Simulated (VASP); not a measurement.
# Sb (I4/mmm) in VASP: a series of runs, part 2 of 2

VASP 6.6.1.

### Step 4. Single point, RPBE

Input file INCAR:

```
SYSTEM = Sb
PREC = Accurate
ENCUT = 520
EDIFF = 1E-7
ISMEAR = -1
SIGMA = 0.05
LREAL = .False.
LASPH = .True.
NELM = 60
ALGO = Normal
ISIF = 2
LWAVE = .False.
LCHARG = .True.
GGA = RP
LELF = .True.
LVHAR = .True.
NBANDS = 8
```

Input file KPOINTS:

```
regular mesh
0
Gamma
  12 12 12
  0 0 0
```

Input file POSCAR:

```
Sb
1.0
   -1.5765401831      1.5765401831      2.7119384313
    1.5765401831     -1.5765401831      2.7119384313
    1.5765401831      1.5765401831     -2.7119384313
Sb
1
Direct
    0.0000000000      0.0000000000      0.0000000000
```

Potentials or basis: VASP PAW PBE potentials, release 64 (Sb).

Run with:

```sh
cat potpaw_PBE.64/Sb/POTCAR > POTCAR
mpirun -np 1 vasp_std > vasp.out
```

OUTCAR:

```text
SYSTEM = Sb
   PREC = Accurate
   ENCUT = 520
   EDIFF = 1E-7
   ISMEAR = -1
   LREAL = .False.
   LASPH = .True.
   NELM = 60
   ISIF = 2
   GGA = RP

 ion  position               nearest neighbor table
   1  0.000  0.000  0.000-

  LATTYP: Found a body centered tetragonal cell.
 ALAT       =     3.1530803662
 C/A-ratio  =     1.7201835135

  Lattice vectors:

 A1 = (  -1.5765401831,   1.5765401831,   2.7119384313)
 A2 = (   1.5765401831,  -1.5765401831,   2.7119384313)
 A3 = (   1.5765401831,   1.5765401831,  -2.7119384313)

Analysis of symmetry for initial positions (statically):
=====================================================================
 Subroutine PRICEL returns:
 Original cell was already a primitive cell.

 Routine SETGRP: Setting up the symmetry group for a
 body centered tetragonal supercell.

 Subroutine GETGRP returns: Found 16 space group operations
 (whereof 16 operations were pure point group operations)
 out of a pool of 16 trial point group operations.

The static configuration has the point symmetry D_4h.

Analysis of symmetry for dynamics (positions and initial velocities):
=====================================================================
 Subroutine PRICEL returns:
 Original cell was already a primitive cell.

 Routine SETGRP: Setting up the symmetry group for a
 body centered tetragonal supercell.

 Subroutine GETGRP returns: Found 16 space group operations
 (whereof 16 operations were pure point group operations)
 out of a pool of 16 trial point group operations.

The dynamic configuration has the point symmetry D_4h.

 Subroutine INISYM returns: Found 16 space group operations
 (whereof 16 operations are pure point group operations),
 and found     1 'primitive' translations

----------------------------------------------------------------------------------------

[... 111 lines left out ...]
  volume/ion in A,a.u.               =      26.96       181.95
  Fermi-wavevector in a.u.,A,eV,Ry     =   0.933573  1.764197 11.858269  0.871558
  Thomas-Fermi vector in A             =   2.060288
   LORBIT       =      0    0 simple, 1 ext, 2 COOP (PROOUT), +10 PAW based schemes
   GGA     = RP    functional components
   LHFCALC =     F    Hartree Fock is set to
   AEXX    =    0.0000 exact exchange contribution
   IVDW    =     0    specifies the selected vdW correction
   LEPSILON=     F    determine dielectric tensor
   LRPA    =     F    only Hartree local field effects (RPA)
 non-spin polarized calculation
  energy-cutoff  :      520.00
  volume of cell :       26.96
 maximum number of plane-waves:       748
 NGX is ok and might be reduce to    28
   NGX = 13   NGY = 13   NGZ = 13

 number of electron       5.0000000 magnetization

 Free energy of the ion-electron system (eV)
  ---------------------------------------------------
  ext. energy  EPLUGINS =         0.00000000
  ---------------------------------------------------
  free energy    TOTEN  =        -3.45205988 eV

  energy without entropy =       -3.44653657  energy(sigma->0) =       -3.44929822

 E-fermi :   8.6226     XC(G=0): -10.1757

 val. band max:        8.5717920683   @ k =  -0.3333   0.3333   0.0000
 cond. band min:       8.6528429737   @ k =   0.3333   0.1667   0.0833
 fundamental gap:      0.0810509054
 Fermi energy:         8.6225730060

 k-point     1 :       0.0000    0.0000    0.0000
  band No.  band energies     occupation
      1      -4.3218      2.00000
      2      13.2898      0.00000
      3      14.0803      0.00000
      4      14.0803      0.00000
      5      17.9253      0.00000
      6      19.2047      0.00000
      7      19.2259      0.00000
      8      19.3140      0.00000
[... 243 lines left out ...]
 k-point    24 :      -0.4167    0.1667    0.0000
  band No.  band energies     occupation
      1      -1.1201      2.00000
      2       5.0091      2.00000
      3       9.9216      0.00000
      4      11.4250      0.00000
      5      15.2009      0.00000
      6      16.9928      0.00000
      7      19.0632      0.00000
      8      22.3465      0.00000

 [... further k-points ...]

------------------------ aborting loop because EDIFF is reached ----------------------------------------

  FORCE on cell =-STRESS in cart. coord.  units (eV):
  Direction    XX          YY          ZZ          XY          YZ          ZX
  --------------------------------------------------------------------------------------
  -------------------------------------------------------------------------------------
  Total        0.5479632      0.5479632      0.3873639      0.0000000      0.0000000      0.0000000
  in kB       32.5620736     32.5620736     23.0186480      0.0000000      0.0000000      0.0000000
  external PRESSURE =      29.3809317 kB  Pullay stress =       0.0000000 kB

 VOLUME and BASIS-vectors are now :
 -----------------------------------------------------------------------------
  energy-cutoff  :      520.00
  volume of cell :       26.96
      direct lattice vectors                 reciprocal lattice vectors
    -1.576540183  1.576540183  2.711938431     0.000000000  0.317150178  0.184369967
     1.576540183 -1.576540183  2.711938431     0.317150178  0.000000000  0.184369967
     1.576540183  1.576540183 -2.711938431     0.317150178  0.317150178  0.000000000

 POSITION                                       TOTAL-FORCE (eV/Angst)
 -----------------------------------------------------------------------------------
      0.00000      0.00000      0.00000        -0.000000      0.000000      0.000000
 -----------------------------------------------------------------------------------
    total drift:                                0.000000      0.000000      0.000000

  FREE ENERGIE OF THE ION-ELECTRON SYSTEM (eV)
  ---------------------------------------------------
  free  energy   TOTEN  =        -3.4520598786 eV

  energy  without entropy=       -3.4465365664  energy(sigma->0) =       -3.44929822
```

OSZICAR:

```text
N       E                     dE             d eps       ncg     rms          rms(c)
DAV:   1     0.531030596488E+01    0.53103E+01   -0.16741E+03  2648   0.408E+02
DAV:   2    -0.335946999883E+01   -0.86698E+01   -0.83702E+01  3664   0.517E+01
DAV:   3    -0.345633209048E+01   -0.96862E-01   -0.96695E-01  3032   0.610E+00
DAV:   4    -0.345666298760E+01   -0.33090E-03   -0.33090E-03  4024   0.444E-01
DAV:   5    -0.345666342949E+01   -0.44189E-06   -0.44092E-06  3448   0.107E-02    0.185E+00
DAV:   6    -0.345361733521E+01    0.30461E-02   -0.23156E-03  3152   0.267E-01    0.106E+00
DAV:   7    -0.345203414460E+01    0.15832E-02   -0.51135E-03  3104   0.397E-01    0.671E-02
DAV:   8    -0.345205967600E+01   -0.25531E-04   -0.10498E-04  3680   0.772E-02    0.862E-03
DAV:   9    -0.345206056498E+01   -0.88898E-06   -0.17323E-06  3592   0.100E-02    0.281E-03
DAV:  10    -0.345205999009E+01    0.57489E-06   -0.56300E-08  3600   0.143E-03    0.561E-04
DAV:  11    -0.345205986933E+01    0.12076E-06   -0.34568E-09  1920   0.433E-04    0.916E-05
DAV:  12    -0.345205987863E+01   -0.92936E-08   -0.35442E-10  1560   0.143E-04
   1 F= -.34520599E+01 E0= -.34492982E+01  d E =-.552331E-02
```

It took 28 s on 1 thread of Intel Xeon 6975P-C, shared host; peak memory 0.18 GiB.

What came out:

* Free energy: -3.4521 eV
* Pressure: 2.9 GPa

Stress tensor (GPa, compression positive):
```
3.26 0.00 0.00
0.00 3.26 0.00
0.00 0.00 2.30
```

Caveat: the PAW data sets were made with another functional, which shifts forces and pressure a little; spin-orbit coupling is left out, which moves the levels of the heavy elements.

### Step 5. Single point, revPBE

Input file INCAR:

```
ALGO = Normal
EDIFF = 1E-7
ENCUT = 520
GGA = RE
ISIF = 2
ISMEAR = -1
LASPH = True
LCHARG = False
LREAL = False
LWAVE = False
NBANDS = 8
NELM = 100
PREC = Accurate
SIGMA = 0.05
```

Input file KPOINTS:

```
k-points
0
Gamma
  12 12 12
```

POSCAR is that of step 4.

Potentials or basis: VASP PAW PBE potentials, release 64 (Sb).

Run with:

```sh
cat potpaw_PBE.64/Sb/POTCAR > POTCAR
mpirun -np 1 vasp_std > vasp.out
```

OUTCAR:

```text
EDIFF = 1E-7
   ENCUT = 520
   GGA = RE
   ISIF = 2
   ISMEAR = -1
   LASPH = True
   LREAL = False
   NELM = 100
   PREC = Accurate

 ion  position               nearest neighbor table
   1  0.000  0.000  0.000-

  LATTYP: Found a body centered tetragonal cell.
 ALAT       =     3.1530803662
 C/A-ratio  =     1.7201835135

  Lattice vectors:

 A1 = (  -1.5765401831,   1.5765401831,   2.7119384313)
 A2 = (   1.5765401831,  -1.5765401831,   2.7119384313)
 A3 = (   1.5765401831,   1.5765401831,  -2.7119384313)

Analysis of symmetry for initial positions (statically):
[... 434 lines left out ...]
      2       4.9804      2.00000
      3       9.8911      0.00000
      4      11.3927      0.00000
      5      15.1806      0.00000
      6      16.9716      0.00000
      7      19.0426      0.00000
      8      22.3252      0.00000

 [... further k-points ...]
[... 5 lines left out ...]
  --------------------------------------------------------------------------------------
  -------------------------------------------------------------------------------------
  Total        0.4849513      0.4849513      0.3317973      0.0000000     -0.0000000      0.0000000
  in kB       28.8176646     28.8176646     19.7166693      0.0000000     -0.0000000      0.0000000
  external PRESSURE =      25.7839995 kB  Pullay stress =       0.0000000 kB

 VOLUME and BASIS-vectors are now :
 -----------------------------------------------------------------------------
  energy-cutoff  :      520.00
  volume of cell :       26.96
      direct lattice vectors                 reciprocal lattice vectors
    -1.576540183  1.576540183  2.711938431     0.000000000  0.317150178  0.184369967
     1.576540183 -1.576540183  2.711938431     0.317150178  0.000000000  0.184369967
     1.576540183  1.576540183 -2.711938431     0.317150178  0.317150178  0.000000000

 POSITION                                       TOTAL-FORCE (eV/Angst)
 -----------------------------------------------------------------------------------
      0.00000      0.00000      0.00000         0.000000      0.000000      0.000000
 -----------------------------------------------------------------------------------
    total drift:                                0.000000      0.000000      0.000000

  FREE ENERGIE OF THE ION-ELECTRON SYSTEM (eV)
  ---------------------------------------------------
  free  energy   TOTEN  =        -3.5110065626 eV

  energy  without entropy=       -3.5054786656  energy(sigma->0) =       -3.50824261
```

OSZICAR:

```text
N       E                     dE             d eps       ncg     rms          rms(c)
DAV:   1     0.525822536891E+01    0.52582E+01   -0.16743E+03  2648   0.408E+02
DAV:   2    -0.341793822303E+01   -0.86762E+01   -0.83770E+01  3656   0.517E+01
DAV:   3    -0.351548446770E+01   -0.97546E-01   -0.97366E-01  3032   0.612E+00
DAV:   4    -0.351581967707E+01   -0.33521E-03   -0.33521E-03  4024   0.447E-01
DAV:   5    -0.351582012056E+01   -0.44349E-06   -0.44231E-06  3440   0.107E-02    0.183E+00
DAV:   6    -0.351263833469E+01    0.31818E-02   -0.22692E-03  3160   0.259E-01    0.105E+00
DAV:   7    -0.351098482158E+01    0.16535E-02   -0.49490E-03  3120   0.383E-01    0.635E-02
DAV:   8    -0.351100645979E+01   -0.21638E-04   -0.10004E-04  3664   0.750E-02    0.841E-03
DAV:   9    -0.351100725571E+01   -0.79592E-06   -0.15259E-06  3632   0.938E-03    0.298E-03
DAV:  10    -0.351100667010E+01    0.58561E-06   -0.57018E-08  3592   0.139E-03    0.556E-04
DAV:  11    -0.351100655802E+01    0.11208E-06   -0.32686E-09  1896   0.410E-04    0.973E-05
DAV:  12    -0.351100656263E+01   -0.46070E-08   -0.34533E-10  1576   0.141E-04
   1 F= -.35110066E+01 E0= -.35082426E+01  d E =-.552790E-02
```

stdout:

```text
POSCAR found type information on POSCAR Sb
 POSCAR found :  1 types and       1 ions
 scaLAPACK will be used
 -----------------------------------------------------------------------------
|                                                                             |
|                                                                             |
|     You enforced a specific xc type in the INCAR file but a different       |
|     I HOPE YOU KNOW WHAT YOU ARE DOING!                                     |
|                                                                             |
 -----------------------------------------------------------------------------

 LDA part: xc-table for (Slater+PW92), standard interpolation
 POSCAR, INCAR and KPOINTS ok, starting setup
 FFT: planning ... GRIDC
 FFT: planning ... GRID_SOFT
 FFT: planning ... GRID
 WAVECAR not read
 entering main loop
```

Run time: 30 s. Hardware: 1 thread of Intel Xeon 6975P-C, shared host; peak memory 0.18 GiB.

What came out:

```yaml
Free_energy: -3.5110 eV
Pressure: 2.6 GPa
```

Stress tensor (GPa, compression positive):
```
2.88 0.00 0.00
0.00 2.88 0.00
0.00 0.00 1.97
```

Caveat: the PAW data sets were made with another functional, which shifts forces and pressure a little; spin-orbit coupling is left out, which moves the levels of the heavy elements.

### Step 6. The runs side by side

```tsv
level	spin	k mesh	grid for exact exchange (PRECFOCK)	gap on the mesh (eV)	pressure (GPa)	moment (μB)
PBEsol	non-collinear, zero start, SOC	9 × 9 × 9	-	-	-1.0	0.00
PBE0	non-collinear, zero start, SOC	5 × 5 × 5	Normal	-	-1.5	0.00
RPBE	off	12 × 12 × 12	-	none	2.9	-
revPBE	off	12 × 12 × 12	-	none	2.6	-
```

Alike in all rows: task single point; potentials or basis VASP PAW PBE potentials, release 64 (Sb); cell as given; cutoff (eV) 520; smearing fermi-dirac 0.05 eV.

Caveats: some runs use coarse meshes; the PAW data sets were made with another functional, which shifts forces and pressure a little; spin-orbit coupling is left out, which moves the levels of the heavy elements (some runs).

Absolute energies hang on the potentials; compare differences alone.
